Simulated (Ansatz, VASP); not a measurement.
## BaO in VASP and in Ansatz

Contents of INCAR:

```
SYSTEM = BaO
PREC = Accurate
ENCUT = 600
EDIFF = 1E-6
ISMEAR = 0
SIGMA = 0.1
LREAL = .FALSE.
LASPH = .TRUE.
NELM = 120
ALGO = Normal
ISIF = 2
LWAVE = .FALSE.
LCHARG = .FALSE.
GGA = PE
NBANDS = 15
GGA_COMPAT = .FALSE.
```

KPOINTS

```
regular mesh
0
G
  6 6 6
  0 0 0
```

Contents of POSCAR:

```
BaO
1.0
    0.0000000000      2.7903917100      2.7903917100
    2.7903917100      0.0000000000      2.7903917100
    2.7903917100      2.7903917100      0.0000000000
Ba O
1 1
Direct
    0.0000000000      0.0000000000      0.0000000000
    0.5000000000      0.5000000000      0.5000000000
```

Input for Ansatz:

```yaml
crystal:
  lattice:
    - [0.0, 2.79039171, 2.79039171]
    - [2.79039171, 0.0, 2.79039171]
    - [2.79039171, 2.79039171, 0.0]
  atoms:
    - { symbol: Ba, position: [0.0, 0.0, 0.0] }
    - { symbol: O, position: [0.5, 0.5, 0.5] }
basis:
  ecutwfc: 420
kpoints:
  mp_grid: { grid: [6, 6, 6] }
hamiltonian:
  xc: pbe
  pseudopotentials: { kind: paw }
scf:
  occupations: { method: gaussian, width: 0.1 }
output:
  forces: true
  stress: true
  eigenvalues: true
```

Alike in both runs: task single point; functional PBE; k mesh 6 × 6 × 6; occupations gaussian, width 0.1 eV; no spin polarisation.

|  | VASP | Ansatz |
| --- | --- | --- |
| version | VASP 6.6.1 | Ansatz 0.2.0 |
| potentials or method | VASP PAW PBE potentials, release 64 (Ba_sv, O), cutoff 600 eV | scalar-relativistic, plane waves, PAW |
| valence electrons in the cell | 16 | 16 |

|  | VASP | Ansatz | Ansatz less VASP |
| --- | --- | --- | --- |
| gap on the k mesh at the Fermi level (eV) | 2.05 | 2.11 | +0.063 |
| least direct gap on the mesh (eV) | 2.05 | 2.11 | +0.063 |
| pressure (GPa) | 1.2 | -0.3 | -1.49 |

Spin-orbit coupling is off throughout.
